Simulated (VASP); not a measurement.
# MgO (Fm-3m) in VASP: a series of runs

MgO is run at these levels: PBE; tasks: single point.

Program: VASP 6.6.1. These are calculated values, not measurements. Logs are shortened: lines on timing, memory, paths and dates and some standing lists are left out, and cuts for length are marked.

**1. The cell of the first run**

The structure is cubic, space group Fm-3m (No. 225). The conventional cell has a = 4.211 Å, b = 4.211 Å, c = 4.211 Å, α = 90.00°, β = 90.00°, γ = 90.00°. Within 2.8 Å of Mg (site symmetry m-3m) lie 6 O at 2.11 Å. O (site symmetry m-3m) has 6 Mg at 2.11 Å within 2.8 Å.

**2. Single point, PBE**

INCAR reads:

```
SYSTEM = MgO
PREC = Accurate
ENCUT = 600
EDIFF = 1E-6
ISMEAR = -1
SIGMA = 0.02
LREAL = .FALSE.
LASPH = .TRUE.
NELM = 120
ALGO = Normal
ISIF = 2
LWAVE = .FALSE.
LCHARG = .TRUE.
GGA = PE
LELF = .TRUE.
LVHAR = .TRUE.
NBANDS = 11
GGA_COMPAT = .FALSE.
```

KPOINTS reads:

```
regular mesh
0
G
  8 8 8
  0 0 0
```

POSCAR reads:

```
MgO
1.0
    0.0000000000      2.1056500000      2.1056500000
    2.1056500000      0.0000000000      2.1056500000
    2.1056500000      2.1056500000      0.0000000000
Mg O
1 1
Direct
    0.0000000000      0.0000000000      0.0000000000
    0.5000000000      0.5000000000      0.5000000000
```

Potentials or basis: VASP PAW PBE potentials, release 64 (Mg, O).

Command:

```sh
> cat potpaw_PBE.64/Mg/POTCAR potpaw_PBE.64/O/POTCAR > POTCAR
> mpirun -np 1 vasp_std > vasp.out
```

OUTCAR:

```text
SYSTEM = MgO
   PREC = Accurate
   ENCUT = 600
   EDIFF = 1E-6
   ISMEAR = -1
   LREAL = .FALSE.
   LASPH = .TRUE.
   NELM = 120
   ISIF = 2
   GGA = PE

 ion  position               nearest neighbor table
   1  0.000  0.000  0.000-   2 2.11   2 2.11   2 2.11   2 2.11   2 2.11   2 2.11
   2  0.500  0.500  0.500-   1 2.11   1 2.11   1 2.11   1 2.11   1 2.11   1 2.11

  LATTYP: Found a face centered cubic cell.
 ALAT       =     4.2113000000

  Lattice vectors:

 A1 = (   0.0000000000,   2.1056500000,   2.1056500000)
 A2 = (   2.1056500000,   0.0000000000,   2.1056500000)
 A3 = (   2.1056500000,   2.1056500000,   0.0000000000)

Analysis of symmetry for initial positions (statically):
=====================================================================
 Subroutine PRICEL returns:
 Original cell was already a primitive cell.

 Routine SETGRP: Setting up the symmetry group for a
 face centered cubic supercell.

 Subroutine GETGRP returns: Found 48 space group operations
 (whereof 48 operations were pure point group operations)
 out of a pool of 48 trial point group operations.

The static configuration has the point symmetry O_h .

Analysis of symmetry for dynamics (positions and initial velocities):
=====================================================================
 Subroutine PRICEL returns:
 Original cell was already a primitive cell.

 Routine SETGRP: Setting up the symmetry group for a
 face centered cubic supercell.

 Subroutine GETGRP returns: Found 48 space group operations
 (whereof 48 operations were pure point group operations)
 out of a pool of 48 trial point group operations.

The dynamic configuration has the point symmetry O_h .

 Subroutine INISYM returns: Found 48 space group operations
 (whereof 48 operations are pure point group operations),
 and found     1 'primitive' translations

----------------------------------------------------------------------------------------

                                     Primitive cell

  volume of cell :      18.6719

  direct lattice vectors                    reciprocal lattice vectors
     0.000000000  2.105650000  2.105650000    -0.237456367  0.237456367  0.237456367
     2.105650000  0.000000000  2.105650000     0.237456367 -0.237456367  0.237456367
     2.105650000  2.105650000  0.000000000     0.237456367  0.237456367 -0.237456367

  length of vectors
     2.977838788  2.977838788  2.977838788     0.411286493  0.411286493  0.411286493

  position of ions in fractional coordinates (direct lattice)
     0.000000000  0.000000000  0.000000000
     0.500000000  0.500000000  0.500000000

  ion indices of the primitive-cell ions
   primitive index   ion index
                 1           1
                 2           2

----------------------------------------------------------------------------------------

 KPOINTS: regular mesh

Automatic generation of k-mesh.
 Grid dimensions read from file:
 generate k-points for:    8    8    8

 Generating k-lattice:

  Cartesian coordinates                     Fractional coordinates (reciprocal lattice)
    -0.029682046  0.029682046  0.029682046     0.125000000  0.000000000  0.000000000
     0.029682046 -0.029682046  0.029682046     0.000000000  0.125000000  0.000000000
     0.029682046  0.029682046 -0.029682046     0.000000000  0.000000000  0.125000000

  Length of vectors
     0.051410812  0.051410812  0.051410812

  Shift w.r.t. Gamma in fractional coordinates (k-lattice)
     0.000000000  0.000000000  0.000000000

 Subroutine IBZKPT returns following result:
 ===========================================

 Found     29 irreducible k-points:

 Following reciprocal coordinates:
            Coordinates               Weight
  0.000000  0.000000  0.000000      1.000000
  0.125000  0.000000  0.000000      8.000000
  0.250000  0.000000  0.000000      8.000000
  0.375000  0.000000  0.000000      8.000000
  0.500000  0.000000  0.000000      4.000000
  0.125000  0.125000  0.000000      6.000000
[... 16 lines left out ...]
  0.500000  0.250000  0.125000     48.000000
 -0.375000  0.250000  0.125000     24.000000
 [... further k-points ...]
   k-points           NKPTS =     29   k-points in BZ     NKDIM =     29   number of bands    NBANDS=     11
   number of dos      NEDOS =    301   number of ions     NIONS =      2
   total plane-waves  NPLWV =  13824
   dimension x,y,z NGX =    24 NGY =   24 NGZ =   24
   dimension x,y,z NGXF=    48 NGYF=   48 NGZF=   48
   ions per type =               1   1
   NGX,Y,Z   is equivalent  to a cutoff of  13.40, 13.40, 13.40 a.u.
   NGXF,Y,Z  is equivalent  to a cutoff of  26.80, 26.80, 26.80 a.u.
 SYSTEM =  MgO
   PREC   = accura    normal or accurate (medium, high low for compatibility)
   ISTART =      0    job   : 0-new  1-cont  2-samecut
   ICHARG =      2    charge: 1-file 2-atom 10-const
   ISPIN  =      1    spin polarized calculation?
   LNONCOLLINEAR =      F non collinear calculations
   LSORBIT =      F    spin-orbit coupling
   LASPH  =      T    aspherical Exc in radial PAW
   ENCUT  =  600.0 eV  44.10 Ry    6.64 a.u.   5.95  5.95  5.95*2*pi/ulx,y,z
   NELM   =    120;   NELMIN=  2; NELMDL= -5     # of ELM steps
   EDIFF  = 0.1E-05   stopping-criterion for ELM
   LREAL  =      F    real-space projection
   EDIFFG = 0.1E-04   stopping-criterion for IOM
   NSW    =      0    number of steps for IOM
   IBRION =     -1    ionic relax: 0-MD 1-quasi-New 2-CG
   NFREE  =      0    steps in history (QN), initial steepest desc. (CG)
   ISIF   =      2    stress and relaxation
   ISYM   =      2    0-nonsym 1-usesym 2-fastsym
   POTIM  = 0.5000    time-step for ionic-motion
   TEBEG  =    0.0;   TEEND  =   0.0 temperature during run
   PSTRESS=    0.0 pullay stress
   NELECT =       8.0000    total number of electrons
   NUPDOWN=      -1.0000    fix difference up-down
   EMIN   =  10.00;   EMAX   =-10.00  energy-range for DOS
   EFERMI =   0.00;   METHOD = LEGACY
   ISMEAR =    -1;   SIGMA  =   0.02  broadening in eV -4-tet -1-fermi 0-gaus
   EFERMI_NEDOS =   21; number of points for ismear=-14 and -15
   IALGO  =     38    algorithm
   IMIX   =      4    mixing-type and parameters
     AMIX     =   0.40;   BMIX     =  1.00
     AMIX_MAG =   1.60;   BMIX_MAG =  1.00
  volume/ion in A,a.u.               =       9.34        63.00
  Fermi-wavevector in a.u.,A,eV,Ry     =   1.234171  2.332245 20.724093  1.523178
  Thomas-Fermi vector in A             =   2.368872
   LORBIT       =      0    0 simple, 1 ext, 2 COOP (PROOUT), +10 PAW based schemes
   GGA     = PE    functional components
   LHFCALC =     F    Hartree Fock is set to
   AEXX    =    0.0000 exact exchange contribution
   IVDW    =     0    specifies the selected vdW correction
   LEPSILON=     F    determine dielectric tensor
   LRPA    =     F    only Hartree local field effects (RPA)
 non-spin polarized calculation
  energy-cutoff  :      600.00
  volume of cell :       18.67
 maximum number of plane-waves:       636
   NGX = 11   NGY = 11   NGZ = 11

 number of electron       8.0000005 magnetization

 Free energy of the ion-electron system (eV)
  ---------------------------------------------------
  ext. energy  EPLUGINS =         0.00000000
  ---------------------------------------------------
  free energy    TOTEN  =       -11.90868142 eV

  energy without entropy =      -11.90868142  energy(sigma->0) =      -11.90868142

 E-fermi :   3.6921     XC(G=0): -11.0808

 val. band max:        3.1890927577   @ k =   0.0000   0.0000   0.0000
 cond. band min:       7.9220932670   @ k =   0.0000   0.0000   0.0000
 fundamental gap:      4.7330005094
 Fermi energy:         3.6921133206

 k-point     1 :       0.0000    0.0000    0.0000
  band No.  band energies     occupation
      1     -14.0762      2.00000
      2       3.1891      2.00000
      3       3.1891      2.00000
      4       3.1891      2.00000
      5       7.9221      0.00000
      6      18.9944      0.00000
      7      18.9944      0.00000
      8      18.9944      0.00000
      9      22.9113      0.00000
     10      24.6875      0.00000
     11      24.6875      0.00000

 k-point     2 :       0.1250    0.0000    0.0000
  band No.  band energies     occupation
      1     -13.9130      2.00000
      2       2.2349      2.00000
      3       3.0859      2.00000
      4       3.0859      2.00000
      5       8.8362      0.00000
      6      17.3147      0.00000
      7      19.3536      0.00000
      8      19.3536      0.00000
      9      23.7208      0.00000
     10      23.7208      0.00000
     11      25.0745      0.00000

 k-point     3 :       0.2500    0.0000    0.0000
  band No.  band energies     occupation
      1     -13.4887      2.00000
      2       0.5297      2.00000
      3       2.8482      2.00000
      4       2.8482      2.00000
      5      10.2831      0.00000
      6      15.7691      0.00000
      7      19.8488      0.00000
      8      19.8488      0.00000
      9      23.3307      0.00000
     10      23.3307      0.00000
     11      25.1913      0.00000

 k-point     4 :       0.3750    0.0000    0.0000
  band No.  band energies     occupation
      1     -13.0103      2.00000
      2      -0.8790      2.00000
      3       2.6246      2.00000
      4       2.6246      2.00000
      5      10.9960      0.00000
      6      15.5731      0.00000
      7      19.6762      0.00000
      8      19.6762      0.00000
      9      24.4016      0.00000
     10      24.6444      0.00000
     11      24.6444      0.00000
[... 239 lines left out ...]
 k-point    22 :       0.3750    0.2500    0.1250
  band No.  band energies     occupation
      1     -13.1848      2.00000
      2       0.1728      2.00000
      3       2.0372      2.00000
      4       2.5740      2.00000
      5      11.6881      0.00000
      6      14.6807      0.00000
      7      18.2777      0.00000
      8      20.7432      0.00000
      9      21.3082      0.00000
     10      25.6373      0.00000
     11      29.0264      0.00000

 k-point    23 :       0.5000    0.2500    0.1250
  band No.  band energies     occupation
      1     -12.8081      2.00000
      2      -0.5183      2.00000
      3       1.4616      2.00000
      4       2.3215      2.00000
      5      12.6898      0.00000
      6      14.8480      0.00000
      7      17.1175      0.00000
      8      20.3413      0.00000
      9      22.8818      0.00000
     10      25.6051      0.00000
     11      29.2225      0.00000

 k-point    24 :      -0.3750    0.2500    0.1250
  band No.  band energies     occupation
      1     -12.6406      2.00000
      2      -0.8122      2.00000
      3       1.2541      2.00000
      4       2.2023      2.00000
      5      12.8664      0.00000
      6      15.3938      0.00000
      7      16.6873      0.00000
      8      20.0954      0.00000
      9      23.7238      0.00000
     10      25.2756      0.00000
     11      29.3603      0.00000

 [... further k-points ...]

------------------------ aborting loop because EDIFF is reached ----------------------------------------

  FORCE on cell =-STRESS in cart. coord.  units (eV):
  Direction    XX          YY          ZZ          XY          YZ          ZX
  --------------------------------------------------------------------------------------
  -------------------------------------------------------------------------------------
  Total        0.4412759      0.4412759      0.4412759      0.0000000      0.0000000      0.0000000
  in kB       37.8645020     37.8645020     37.8645020      0.0000000      0.0000000      0.0000000
  external PRESSURE =      37.8645020 kB  Pullay stress =       0.0000000 kB

 VOLUME and BASIS-vectors are now :
 -----------------------------------------------------------------------------
  energy-cutoff  :      600.00
  volume of cell :       18.67
      direct lattice vectors                 reciprocal lattice vectors
     0.000000000  2.105650000  2.105650000    -0.237456367  0.237456367  0.237456367
     2.105650000  0.000000000  2.105650000     0.237456367 -0.237456367  0.237456367
     2.105650000  2.105650000  0.000000000     0.237456367  0.237456367 -0.237456367

 POSITION                                       TOTAL-FORCE (eV/Angst)
 -----------------------------------------------------------------------------------
      0.00000      0.00000      0.00000        -0.000000     -0.000000      0.000000
      2.10565      2.10565      2.10565         0.000000      0.000000     -0.000000
 -----------------------------------------------------------------------------------
    total drift:                               -0.000000     -0.000000      0.000000

  FREE ENERGIE OF THE ION-ELECTRON SYSTEM (eV)
  ---------------------------------------------------
  free  energy   TOTEN  =       -11.9086814170 eV

  energy  without entropy=      -11.9086814170  energy(sigma->0) =      -11.90868142
```

Run time: 8.2 s. Hardware: 1 thread of Intel Xeon 8259CL, shared host; peak memory 0.14 GiB.

What came out:

```yaml
Free_energy: -11.9087 eV
Pressure: 3.8 GPa
Band_gap_on_the_k_mesh: 4.73 eV, direct
```

Levels at points of the mesh, in eV from the valence-band top:
```tsv
k point	band 1	band 2	band 3	band 4	band 5	band 6	band 7	band 8
(0.00, 0.00, 0.00)	-17.27	0.00	0.00	0.00	4.73	15.81	15.81	15.81
(0.50, 0.00, 0.00)	-15.98	-4.62	-0.65	-0.65	7.90	12.61	16.32	16.32
(0.50, 0.50, 0.00)	-15.72	-4.09	-1.35	-1.35	9.12	9.98	13.10	18.98
```

**3. Single point, PBE**

INCAR reads:

```
ALGO = Normal
EDIFF = 1E-6
ENCUT = 600
GGA = PE
GGA_COMPAT = F
ISIF = 2
ISMEAR = -1
LASPH = T
LCHARG = T
LELF = T
LREAL = F
LVHAR = T
LWAVE = F
NBANDS = 11
NELM = 120
PREC = Accurate
SIGMA = 0.02
```

KPOINTS reads:

```
k-points
0
Gamma
  8 8 8
```

POSCAR is that of step 2.

Potentials or basis: VASP PAW PBE potentials, release 64 (Mg, O).

Command:

```sh
> cat potpaw_PBE.64/Mg/POTCAR potpaw_PBE.64/O/POTCAR > POTCAR
> mpirun -np 1 vasp_std > vasp.out
```

OUTCAR:

```text
EDIFF = 1E-6
   ENCUT = 600
   GGA = PE
   ISIF = 2
   ISMEAR = -1
   LASPH = T
   LREAL = F
   NELM = 120
   PREC = Accurate

 ion  position               nearest neighbor table
   1  0.000  0.000  0.000-   2 2.11   2 2.11   2 2.11   2 2.11   2 2.11   2 2.11
   2  0.500  0.500  0.500-   1 2.11   1 2.11   1 2.11   1 2.11   1 2.11   1 2.11

  LATTYP: Found a face centered cubic cell.
 ALAT       =     4.2113000000

  Lattice vectors:

 A1 = (   0.0000000000,   2.1056500000,   2.1056500000)
 A2 = (   2.1056500000,   0.0000000000,   2.1056500000)
 A3 = (   2.1056500000,   2.1056500000,   0.0000000000)

Analysis of symmetry for initial positions (statically):
=====================================================================
 Subroutine PRICEL returns:
 Original cell was already a primitive cell.

 Routine SETGRP: Setting up the symmetry group for a
 face centered cubic supercell.

 Subroutine GETGRP returns: Found 48 space group operations
 (whereof 48 operations were pure point group operations)
 out of a pool of 48 trial point group operations.

[... 170 lines left out ...]
      1     -14.0762      2.00000
      2       3.1891      2.00000
      3       3.1891      2.00000
      4       3.1891      2.00000
      5       7.9221      0.00000
      6      18.9944      0.00000
      7      18.9944      0.00000
      8      18.9944      0.00000
      9      22.9113      0.00000
     10      24.6875      0.00000
     11      24.6875      0.00000
[... 309 lines left out ...]
 k-point    24 :      -0.3750    0.2500    0.1250
  band No.  band energies     occupation
      1     -12.6406      2.00000
      2      -0.8122      2.00000
      3       1.2541      2.00000
      4       2.2023      2.00000
      5      12.8664      0.00000
      6      15.3938      0.00000
      7      16.6873      0.00000
      8      20.0954      0.00000
      9      23.7238      0.00000
     10      25.2756      0.00000
     11      29.3603      0.00000

 [... further k-points ...]

------------------------ aborting loop because EDIFF is reached ----------------------------------------

  FORCE on cell =-STRESS in cart. coord.  units (eV):
  Direction    XX          YY          ZZ          XY          YZ          ZX
  --------------------------------------------------------------------------------------
  -------------------------------------------------------------------------------------
  Total        0.4412759      0.4412759      0.4412759      0.0000000      0.0000000      0.0000000
  in kB       37.8645020     37.8645020     37.8645020      0.0000000      0.0000000      0.0000000
  external PRESSURE =      37.8645020 kB  Pullay stress =       0.0000000 kB

 VOLUME and BASIS-vectors are now :
 -----------------------------------------------------------------------------
  energy-cutoff  :      600.00
  volume of cell :       18.67
      direct lattice vectors                 reciprocal lattice vectors
     0.000000000  2.105650000  2.105650000    -0.237456367  0.237456367  0.237456367
     2.105650000  0.000000000  2.105650000     0.237456367 -0.237456367  0.237456367
     2.105650000  2.105650000  0.000000000     0.237456367  0.237456367 -0.237456367

 POSITION                                       TOTAL-FORCE (eV/Angst)
 -----------------------------------------------------------------------------------
      0.00000      0.00000      0.00000        -0.000000     -0.000000      0.000000
      2.10565      2.10565      2.10565         0.000000      0.000000     -0.000000
 -----------------------------------------------------------------------------------
    total drift:                               -0.000000     -0.000000      0.000000

  FREE ENERGIE OF THE ION-ELECTRON SYSTEM (eV)
  ---------------------------------------------------
  free  energy   TOTEN  =       -11.9086814170 eV

  energy  without entropy=      -11.9086814170  energy(sigma->0) =      -11.90868142
```

Wall time 8.3 s (1 thread of Intel Xeon 8259CL, shared host); peak memory 0.14 GiB.

What came out:

```yaml
Free_energy: -11.9087 eV
Pressure: 3.8 GPa
Band_gap_on_the_k_mesh: 4.73 eV, direct
```

Levels at points of the mesh, in eV from the valence-band top:
```tsv
k point	band 1	band 2	band 3	band 4	band 5	band 6	band 7	band 8
(0.00, 0.00, 0.00)	-17.27	0.00	0.00	0.00	4.73	15.81	15.81	15.81
(0.50, 0.00, 0.00)	-15.98	-4.62	-0.65	-0.65	7.90	12.61	16.32	16.32
(0.50, 0.50, 0.00)	-15.72	-4.09	-1.35	-1.35	9.12	9.98	13.10	18.98
```

Expect the measured gap to be larger: semilocal functionals such as PBE lack the derivative discontinuity.

[end of part 1 of 2]
